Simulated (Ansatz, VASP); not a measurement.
One calculation of H, two programs

The input INCAR:

```
  PREC = Accurate
  ENCUT = 520
  EDIFF = 1E-7
  ISMEAR = 0
  SIGMA = 0.05
  LREAL = F
  LASPH = T
  NELM = 80
  ALGO = Normal
  ISIF = 2
  LWAVE = F
  LCHARG = F
  NBANDS = 8
```

KPOINTS

```
Automatic mesh
0
Gamma
  10 10 10
```

File POSCAR:

```
H
1.0
   -1.7147090548      1.7147090548      2.0032087376
    1.7147090548     -1.7147090548      2.0032087376
    1.7147090548      1.7147090548     -2.0032087376
H
2
Direct
    0.9098622900      0.9098622900      0.0000000000
    0.0901377100      0.0901377100      0.0000000000
```

Input for Ansatz:

```yaml
crystal:
  lattice:
    - [-1.7147090548, 1.7147090548, 2.0032087376]
    - [1.7147090548, -1.7147090548, 2.0032087376]
    - [1.7147090548, 1.7147090548, -2.0032087376]
  atoms:
    - { symbol: H, position: [0.90986229, 0.90986229, 0.0] }
    - { symbol: H, position: [0.09013771, 0.09013771, 0.0] }
basis:
  ecutwfc: 420
kpoints:
  mp_grid: { grid: [10, 10, 10] }
hamiltonian:
  xc: lda
scf:
  occupations: { method: gaussian, width: 0.05 }
output:
  forces: true
  stress: true
  eigenvalues: true
```

Alike in both runs: task single point; functional LDA; k mesh 10 × 10 × 10; occupations gaussian, width 0.05 eV; no spin polarisation.

```csv
,VASP,Ansatz
version,VASP 6.6.1,Ansatz 0.2.0
potentials or method,"VASP PAW LDA potentials, release 64 (H), cutoff 520 eV","scalar-relativistic, plane waves, PAW"
valence electrons in the cell,2,2
```

```csv
,VASP,Ansatz,Ansatz less VASP
gap on the k mesh at the Fermi level (eV),8.47,8.47,+0.007
least direct gap on the mesh (eV),9.34,9.34,+0.006
pressure (GPa),2.0,2.2,+0.19
"traceless stress, the component that is largest in VASP (GPa)",5.78,5.79,+0.009
rms of the force components (eV/Å),1.016,1.012,-0.0039
```

LDA's correlation is that of Perdew and Zunger in VASP and of Perdew and Wang (1992) in Ansatz. Atom by atom the forces differ by 0.004 eV/Å (rms over components).
